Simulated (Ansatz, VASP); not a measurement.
## Pb: VASP beside Ansatz

Contents of INCAR:

```
PREC = Accurate
ENCUT = 520
EDIFF = 1E-6
ISMEAR = -1
SIGMA = 0.05
LREAL = False
LASPH = True
NELM = 100
ALGO = Normal
ISIF = 2
LWAVE = False
LCHARG = False
GGA = PE
NBANDS = 13
```

The input KPOINTS:

```
regular mesh
0
Gamma
  8 8 8
```

File POSCAR:

```
Pb
1.0
    0.0193336300      2.4628699300      2.4773394736
    2.5028571400     -0.0067465600      2.5036804655
    2.4813249000      2.4674178800      0.0149335368
Pb
1
Direct
    0.0000000000      0.0000000000      0.0000000000
```

The input input.yaml:

```yaml
crystal:
  lattice:
    - [0.01933363, 2.46286993, 2.4773394736]
    - [2.50285714, -0.00674656, 2.5036804655]
    - [2.4813249, 2.46741788, 0.0149335368]
  atoms:
    - { symbol: Pb, position: [0.0, 0.0, 0.0] }
hamiltonian:
  xc: pbe
  pseudopotentials: { kind: paw }
kpoints:
  mp_grid: { grid: [8, 8, 8] }
scf:
  occupations: { method: fermi_dirac, width: 0.05 }
output:
  forces: true
  stress: true
  eigenvalues: true
```

Alike in both runs: task single point; functional PBE; k mesh 8 × 8 × 8; occupations fermi-dirac, width 0.05 eV; no spin polarisation.

```csv
,VASP,Ansatz
version,VASP 6.6.1,Ansatz 0.2.0
potentials or method,"VASP PAW PBE potentials, release 64 (Pb_d)",Ansatz PAW
plane-wave cutoff (eV),520,420
valence electrons in the cell,14,14
```

Ansatz gave:

- gap on the k mesh at the Fermi level (eV): none
- pressure (GPa): 2.4
- traceless stress, the component that is largest in VASP (GPa): -0.44

Problem. Estimate VASP's values.

Solution. gap on the k mesh at the Fermi level (eV): none; pressure (GPa): 2.4; traceless stress, the component that is largest in VASP (GPa): -0.45.

A gap of «none» marks a metal or a gap that the smearing closes. The functional is the same, so the differences come from potentials, cutoffs and numerics.

Spin-orbit coupling is off throughout.
